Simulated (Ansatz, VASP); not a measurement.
**One calculation of Rb, two programs**

Contents of INCAR:

```
SYSTEM = Rb
  PREC = Accurate
  ENCUT = 520
  EDIFF = 1E-6
  ISMEAR = 0
  SIGMA = 0.1
  LREAL = .FALSE.
  LASPH = .TRUE.
  NELM = 60
  ALGO = Fast
  ISIF = 2
  LWAVE = .FALSE.
  LCHARG = .FALSE.
  GGA = PE
  NBANDS = 26
```

The input KPOINTS:

```
regular mesh
0
G
  9 9 4
  0 0 0
```

Contents of POSCAR:

```
Rb
1.0
    5.1681138545      0.0000000000      0.0000000000
   -2.5840569273      4.4757178877      0.0000000000
    0.0000000000      0.0000000000     17.4001990547
Rb
4
Direct
    0.0000000000      0.0000000000      0.0000000000
    0.3333333300      0.6666666700      0.7500000000
    0.0000000000      0.0000000000      0.5000000000
    0.6666666700      0.3333333300      0.2500000000
```

Input for Ansatz:

```yaml
crystal:
  lattice:
    - [5.1681138545, 0.0, 0.0]
    - [-2.5840569273, 4.4757178877, 0.0]
    - [0.0, 0.0, 17.4001990547]
  atoms:
    - { symbol: Rb, position: [0.0, 0.0, 0.0] }
    - { symbol: Rb, position: [0.33333333, 0.66666667, 0.75] }
    - { symbol: Rb, position: [0.0, 0.0, 0.5] }
    - { symbol: Rb, position: [0.66666667, 0.33333333, 0.25] }
basis:
  ecutwfc: 420
kpoints:
  mp_grid: { grid: [9, 9, 4] }
hamiltonian:
  xc: pbe
scf:
  occupations: { method: gaussian, width: 0.1 }
output:
  forces: true
  stress: true
  eigenvalues: true
```

Alike in both runs: task single point; functional PBE; k mesh 9 × 9 × 4; occupations gaussian, width 0.1 eV; no spin polarisation.

|  | VASP | Ansatz |
| --- | --- | --- |
| version | VASP 6.6.1 | Ansatz 0.2.0 |
| potentials or method | VASP PAW PBE potentials, release 64 (Rb_sv), cutoff 520 eV | scalar-relativistic, plane waves, PAW |
| valence electrons in the cell | 36 | 36 |

|  | VASP | Ansatz | Ansatz less VASP |
| --- | --- | --- | --- |
| gap on the k mesh at the Fermi level (eV) | none | none | - |
| pressure (GPa) | -0.2 | -0.2 | 0.00 |

A gap of «none» marks a metal or a gap that the smearing closes. The functional is the same, so the differences come from potentials, cutoffs and numerics.
